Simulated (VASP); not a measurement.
# CdF2 (Fm-3m) in VASP: single point with PBE+U

Aim: the single point of CdF2 with PBE+U.

All numbers are computed with VASP 6.6.1; they aren't measurements. Logs are shortened: lines on timing, memory, paths and dates and some standing lists are left out, and cuts for length are marked.

## Step 1: The cell of the first run

Symmetry: Fm-3m, No. 225, cubic system. The conventional cell has a = 5.388 Å, b = 5.388 Å, c = 5.388 Å, α = 90.00°, β = 90.00°, γ = 90.00°. Cd (site symmetry m-3m) has 8 F at 2.33 Å within 3.1 Å. F (site symmetry -43m) has 4 Cd at 2.33 Å and 6 F at 2.69 Å within 3.1 Å.

## Step 2: Single point, PBE+U

INCAR

```
SYSTEM = CdF2
ALGO = Normal ; EDIFF = 1E-6
ENCUT = 600 ; GGA = PE
GGA_COMPAT = .FALSE. ; ISIF = 2
ISMEAR = 0 ; LASPH = .TRUE.
LCHARG = .FALSE. ; LDAU = .TRUE.
LDAUJ = 0.81 0 ; LDAUL = 2 -1
LDAUPRINT = 1 ; LDAUTYPE = 1
LDAUU = 3.9 0 ; LREAL = .FALSE.
LWAVE = .FALSE. ; NBANDS = 20
NELM = 200 ; PREC = Accurate
SIGMA = 0.1
```

KPOINTS

```
k-points
0
G
  6 6 6
  0 0 0
```

POSCAR

```
CdF2
1.0
    0.0000000000      2.6940000000      2.6940000000
    2.6940000000      0.0000000000      2.6940000000
    2.6940000000      2.6940000000      0.0000000000
Cd F
1 2
Direct
    0.0000000000      0.0000000000      0.0000000000
    0.2500000000      0.2500000000      0.2500000000
    0.7500000000      0.7500000000      0.7500000000
```

Potentials or basis: VASP PAW PBE potentials, release 64 (Cd, F).

Launch:

```sh
$ cat potpaw_PBE.64/Cd/POTCAR potpaw_PBE.64/F/POTCAR > POTCAR
$ mpirun -np 1 vasp_std > vasp.out
```

OUTCAR:

```text
SYSTEM = CdF2
   EDIFF = 1E-6
   ENCUT = 600
   GGA = PE
   ISIF = 2
   ISMEAR = 0
   LASPH = .TRUE.
   LREAL = .FALSE.
   NELM = 200
   PREC = Accurate

 ion  position               nearest neighbor table
   1  0.000  0.000  0.000-   3 2.33   3 2.33   3 2.33   2 2.33   3 2.33   2 2.33   2 2.33   2 2.33

   2  0.250  0.250  0.250-   1 2.33   1 2.33   1 2.33   1 2.33
   3  0.750  0.750  0.750-   1 2.33   1 2.33   1 2.33   1 2.33

  LATTYP: Found a face centered cubic cell.
 ALAT       =     5.3880000000

  Lattice vectors:

 A1 = (   0.0000000000,   2.6940000000,   2.6940000000)
 A2 = (   2.6940000000,   0.0000000000,   2.6940000000)
 A3 = (   2.6940000000,   2.6940000000,   0.0000000000)

Analysis of symmetry for initial positions (statically):
=====================================================================
 Subroutine PRICEL returns:
 Original cell was already a primitive cell.

 Routine SETGRP: Setting up the symmetry group for a
 face centered cubic supercell.

 Subroutine GETGRP returns: Found 48 space group operations
 (whereof 48 operations were pure point group operations)
 out of a pool of 48 trial point group operations.

The static configuration has the point symmetry O_h .

Analysis of symmetry for dynamics (positions and initial velocities):
=====================================================================
 Subroutine PRICEL returns:
 Original cell was already a primitive cell.

 Routine SETGRP: Setting up the symmetry group for a
 face centered cubic supercell.

 Subroutine GETGRP returns: Found 48 space group operations
 (whereof 48 operations were pure point group operations)
 out of a pool of 48 trial point group operations.

The dynamic configuration has the point symmetry O_h .

 Subroutine INISYM returns: Found 48 space group operations
 (whereof 48 operations are pure point group operations),
 and found     1 'primitive' translations

----------------------------------------------------------------------------------------

                                     Primitive cell

  volume of cell :      39.1041

  direct lattice vectors                    reciprocal lattice vectors
     0.000000000  2.694000000  2.694000000    -0.185597624  0.185597624  0.185597624
     2.694000000  0.000000000  2.694000000     0.185597624 -0.185597624  0.185597624
     2.694000000  2.694000000  0.000000000     0.185597624  0.185597624 -0.185597624

  length of vectors
     3.809891337  3.809891337  3.809891337     0.321464515  0.321464515  0.321464515

  position of ions in fractional coordinates (direct lattice)
     0.000000000  0.000000000  0.000000000
     0.250000000  0.250000000  0.250000000
     0.750000000  0.750000000  0.750000000

  ion indices of the primitive-cell ions
   primitive index   ion index
                 1           1
                 2           2
                 3           3

----------------------------------------------------------------------------------------

 KPOINTS: k-points

Automatic generation of k-mesh.
 Grid dimensions read from file:
 generate k-points for:    6    6    6

 Generating k-lattice:

  Cartesian coordinates                     Fractional coordinates (reciprocal lattice)
    -0.030932937  0.030932937  0.030932937     0.166666667  0.000000000  0.000000000
     0.030932937 -0.030932937  0.030932937     0.000000000  0.166666667  0.000000000
     0.030932937  0.030932937 -0.030932937     0.000000000  0.000000000  0.166666667

  Length of vectors
     0.053577419  0.053577419  0.053577419

[... 28 lines left out ...]
   total plane-waves  NPLWV =  27000
   dimension x,y,z NGX =    30 NGY =   30 NGZ =   30
   dimension x,y,z NGXF=    60 NGYF=   60 NGZF=   60
   ions per type =               1   2
   NGX,Y,Z   is equivalent  to a cutoff of  13.09, 13.09, 13.09 a.u.
   NGXF,Y,Z  is equivalent  to a cutoff of  26.18, 26.18, 26.18 a.u.
 SYSTEM =  CdF2
   PREC   = accura    normal or accurate (medium, high low for compatibility)
   ISTART =      0    job   : 0-new  1-cont  2-samecut
   ICHARG =      2    charge: 1-file 2-atom 10-const
   ISPIN  =      1    spin polarized calculation?
   LNONCOLLINEAR =      F non collinear calculations
   LSORBIT =      F    spin-orbit coupling
   LASPH  =      T    aspherical Exc in radial PAW
   ENCUT  =  600.0 eV  44.10 Ry    6.64 a.u.   7.61  7.61  7.61*2*pi/ulx,y,z
   NELM   =    200;   NELMIN=  2; NELMDL= -5     # of ELM steps
   EDIFF  = 0.1E-05   stopping-criterion for ELM
   LREAL  =      F    real-space projection
   EDIFFG = 0.1E-04   stopping-criterion for IOM
   NSW    =      0    number of steps for IOM
   IBRION =     -1    ionic relax: 0-MD 1-quasi-New 2-CG
   NFREE  =      0    steps in history (QN), initial steepest desc. (CG)
   ISIF   =      2    stress and relaxation
   ISYM   =      2    0-nonsym 1-usesym 2-fastsym
   POTIM  = 0.5000    time-step for ionic-motion
   TEBEG  =    0.0;   TEEND  =   0.0 temperature during run
   PSTRESS=    0.0 pullay stress
   NELECT =      26.0000    total number of electrons
   NUPDOWN=      -1.0000    fix difference up-down
   EMIN   =  10.00;   EMAX   =-10.00  energy-range for DOS
   EFERMI =   0.00;   METHOD = LEGACY
   ISMEAR =     0;   SIGMA  =   0.10  broadening in eV -4-tet -1-fermi 0-gaus
   EFERMI_NEDOS =   21; number of points for ismear=-14 and -15
   IALGO  =     38    algorithm
   IMIX   =      4    mixing-type and parameters
     AMIX     =   0.40;   BMIX     =  1.00
     AMIX_MAG =   1.60;   BMIX_MAG =  1.00
  volume/ion in A,a.u.               =      13.03        87.96
  Fermi-wavevector in a.u.,A,eV,Ry     =   1.428867  2.700166 27.778468  2.041660
  Thomas-Fermi vector in A             =   2.548882
   LORBIT       =      0    0 simple, 1 ext, 2 COOP (PROOUT), +10 PAW based schemes
 LDA+U is selected, type is set to LDAUTYPE =  1
   angular momentum for each species LDAUL =     2   -1
   U (eV)           for each species LDAUU =   3.9  0.0
   J (eV)           for each species LDAUJ =   0.8  0.0
   GGA     = PE    functional components
   LHFCALC =     F    Hartree Fock is set to
   AEXX    =    0.0000 exact exchange contribution
   IVDW    =     0    specifies the selected vdW correction
   LEPSILON=     F    determine dielectric tensor
   LRPA    =     F    only Hartree local field effects (RPA)
 non-spin polarized calculation
 Gauss-broadening in eV      SIGMA  =   0.10
  energy-cutoff  :      600.00
  volume of cell :       39.10
 maximum number of plane-waves:      1315
   NGX = 15   NGY = 15   NGZ = 15

atom =   1  type =  1  l = 2

 onsite density matrix

spin component  1

  0.9930 -0.0000 -0.0000 -0.0000 -0.0000
 -0.0000  0.9930 -0.0000 -0.0000 -0.0000
 -0.0000 -0.0000  0.9759 -0.0000 -0.0000
 -0.0000 -0.0000 -0.0000  0.9930 -0.0000
 -0.0000 -0.0000 -0.0000 -0.0000  0.9759

spin component  2

  0.9930 -0.0000 -0.0000 -0.0000 -0.0000
 -0.0000  0.9930 -0.0000 -0.0000 -0.0000
 -0.0000 -0.0000  0.9759 -0.0000 -0.0000
 -0.0000 -0.0000 -0.0000  0.9930 -0.0000
 -0.0000 -0.0000 -0.0000 -0.0000  0.9759

 occupancies and eigenvectors

  o =  0.9759  v =  0.0000 -0.0000  0.4460  0.0000  0.8951  0.0000  0.0000  0.0000  0.0000  0.0000      0.0000  0.0000  0.0000  0.0000  0.0000  0.0000  0.0000  0.0000  0.0000  0.0000
  o =  0.9759  v =  0.0000  0.0000  0.0000  0.0000  0.0000  0.0000 -0.0000  0.4460  0.0000  0.8951      0.0000  0.0000  0.0000  0.0000  0.0000  0.0000  0.0000  0.0000  0.0000  0.0000
  o =  0.9759  v =  0.0000  0.0000  0.0000  0.0000  0.0000  0.0000 -0.0000 -0.8951  0.0000  0.4460      0.0000  0.0000  0.0000  0.0000  0.0000  0.0000  0.0000  0.0000  0.0000  0.0000
  o =  0.9759  v =  0.0000 -0.0000 -0.8951  0.0000  0.4460  0.0000  0.0000  0.0000  0.0000  0.0000      0.0000  0.0000  0.0000  0.0000  0.0000  0.0000  0.0000  0.0000  0.0000  0.0000
  o =  0.9930  v =  0.0000  0.0000  0.0000  0.0000  0.0000  1.0000  0.0000  0.0000  0.0000  0.0000      0.0000  0.0000  0.0000  0.0000  0.0000  0.0000  0.0000  0.0000  0.0000  0.0000
  o =  0.9930  v =  1.0000  0.0000  0.0000  0.0000  0.0000  0.0000  0.0000  0.0000  0.0000  0.0000      0.0000  0.0000  0.0000  0.0000  0.0000  0.0000  0.0000  0.0000  0.0000  0.0000
  o =  0.9930  v =  0.0000  0.8243 -0.0000 -0.5662  0.0000  0.0000  0.0000  0.0000  0.0000  0.0000      0.0000  0.0000  0.0000  0.0000  0.0000  0.0000  0.0000  0.0000  0.0000  0.0000
  o =  0.9930  v =  0.0000  0.0000  0.0000  0.0000  0.0000  0.0000  0.8243 -0.0000 -0.5662  0.0000      0.0000  0.0000  0.0000  0.0000  0.0000  0.0000  0.0000  0.0000  0.0000  0.0000
  o =  0.9930  v =  0.0000 -0.5662 -0.0000 -0.8243 -0.0000  0.0000  0.0000  0.0000  0.0000  0.0000      0.0000  0.0000  0.0000  0.0000  0.0000  0.0000  0.0000  0.0000  0.0000  0.0000
  o =  0.9930  v =  0.0000  0.0000  0.0000  0.0000  0.0000  0.0000 -0.5662 -0.0000 -0.8243 -0.0000      0.0000  0.0000  0.0000  0.0000  0.0000  0.0000  0.0000  0.0000  0.0000  0.0000

 number of electron      25.9999977 magnetization

 Free energy of the ion-electron system (eV)
  ---------------------------------------------------
  ext. energy  EPLUGINS =         0.00000000
  ---------------------------------------------------
  free energy    TOTEN  =       -10.54447312 eV

  energy without entropy =      -10.54447312  energy(sigma->0) =      -10.54447312

 E-fermi :  -1.0316     XC(G=0): -10.3897

 val. band max:       -1.4990920925   @ k =  -0.3333   0.5000   0.1667
 cond. band min:       1.7852387782   @ k =   0.0000   0.0000   0.0000
 fundamental gap:      3.2843308707
 Fermi energy:        -1.0315517318

 k-point     1 :       0.0000    0.0000    0.0000
  band No.  band energies     occupation
      1     -22.1457      2.00000
      2     -21.0446      2.00000
      3      -8.0646      2.00000
      4      -8.0646      2.00000
      5      -8.0646      2.00000
      6      -7.1469      2.00000
[... 357 lines left out ...]
     19      18.7376      0.00000
     20      19.1115      0.00000

------------------------ aborting loop because EDIFF is reached ----------------------------------------

  FORCE on cell =-STRESS in cart. coord.  units (eV):
  Direction    XX          YY          ZZ          XY          YZ          ZX
  --------------------------------------------------------------------------------------
  -------------------------------------------------------------------------------------
  Total        0.9982391      0.9982391      0.9982391     -0.0000000      0.0000000      0.0000000
  in kB       40.8999146     40.8999146     40.8999146     -0.0000000      0.0000000      0.0000000
  external PRESSURE =      40.8999146 kB  Pullay stress =       0.0000000 kB

 VOLUME and BASIS-vectors are now :
 -----------------------------------------------------------------------------
  energy-cutoff  :      600.00
  volume of cell :       39.10
      direct lattice vectors                 reciprocal lattice vectors
     0.000000000  2.694000000  2.694000000    -0.185597624  0.185597624  0.185597624
     2.694000000  0.000000000  2.694000000     0.185597624 -0.185597624  0.185597624
     2.694000000  2.694000000  0.000000000     0.185597624  0.185597624 -0.185597624

 POSITION                                       TOTAL-FORCE (eV/Angst)
 -----------------------------------------------------------------------------------
      0.00000      0.00000      0.00000        -0.000000      0.000000     -0.000000
      1.34700      1.34700      1.34700         0.000000     -0.000000      0.000000
      4.04100      4.04100      4.04100         0.000000      0.000000     -0.000000
 -----------------------------------------------------------------------------------
    total drift:                                0.000000     -0.000000      0.000000

  FREE ENERGIE OF THE ION-ELECTRON SYSTEM (eV)
  ---------------------------------------------------
  free  energy   TOTEN  =       -10.5444731250 eV

  energy  without entropy=      -10.5444731250  energy(sigma->0) =      -10.54447312
```

It took 17 s on 1 thread of AMD EPYC 7R43 (Zen 3), shared host; peak memory 0.13 GiB.

Results:

```yaml
Free_energy: -10.5445 eV
Pressure: 4.1 GPa
Band_gap_on_the_k_mesh: 3.28 eV (least direct gap 4.02 eV)
```

Levels at points of the mesh, in eV from the valence-band top:
| k point | band 9 | band 10 | band 11 | band 12 | band 13 | band 14 | band 15 | band 16 | band 17 | band 18 |
| --- | --- | --- | --- | --- | --- | --- | --- | --- | --- | --- |
| (0.00, 0.00, 0.00) | -0.81 | -0.81 | -0.74 | -0.74 | -0.74 | 3.28 | 12.93 | 12.93 | 12.93 | 17.82 |
| (0.50, 0.00, 0.00) | -2.11 | -1.67 | -1.67 | -0.54 | -0.54 | 7.38 | 9.35 | 14.72 | 14.72 | 18.07 |
| (0.50, 0.50, 0.00) | -2.79 | -2.79 | -0.34 | -0.07 | -0.07 | 8.21 | 9.87 | 11.96 | 14.49 | 14.49 |

Eigenvalues of the final occupation matrices:
```tsv
site	spin	trace	eigenvalues
site 1 d	1	4.93	0.98 0.98 0.99 0.99 0.99
site 1 d	2	4.93	0.98 0.98 0.99 0.99 0.99
```

Caveat: the cell stands under pressure. A k mesh can miss the band edges.
